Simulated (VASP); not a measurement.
A run of VASP 6.6.1 is set up as follows.

File INCAR:

```
SYSTEM = AlN
PREC = Accurate ; ENCUT = 520
EDIFF = 1E-6 ; ISMEAR = -1
SIGMA = 0.05 ; LREAL = .False.
LASPH = .True. ; NELM = 80
ALGO = Normal ; ISIF = 2
LWAVE = .False. ; LCHARG = .True.
GGA = PS ; IVDW = 12
LELF = .True. ; LVHAR = .True.
NBANDS = 11
```

File KPOINTS:

```
Automatic mesh
0
Gamma
  11 11 11
  0 0 0
```

POSCAR

```
AlN
1.0
    0.0000000000      2.0083305161      2.0083305161
    2.0083305161      0.0000000000      2.0083305161
    2.0083305161      2.0083305161      0.0000000000
Al N
1 1
Direct
    0.5000000000      0.5000000000      0.5000000000
    0.0000000000      0.0000000000      0.0000000000
```

Potentials or basis: VASP PAW PBE potentials, release 64 (Al, N).

Run with:

```sh
$ cat potpaw_PBE.64/Al/POTCAR potpaw_PBE.64/N/POTCAR > POTCAR
$ mpirun -np 1 vasp_std > vasp.out
```

Q: What does it give for the band gap on the k mesh?

A: 4.88 eV, indirect (least direct gap 5.96 eV).

Q: Estimate the pressure.

A: -0.1 GPa.

Q: What does it give for the dispersion energy per atom?

A: -0.292 eV.

Caveat: the PAW data sets were made with another functional, which shifts forces and pressure a little. A k mesh can miss the band edges.
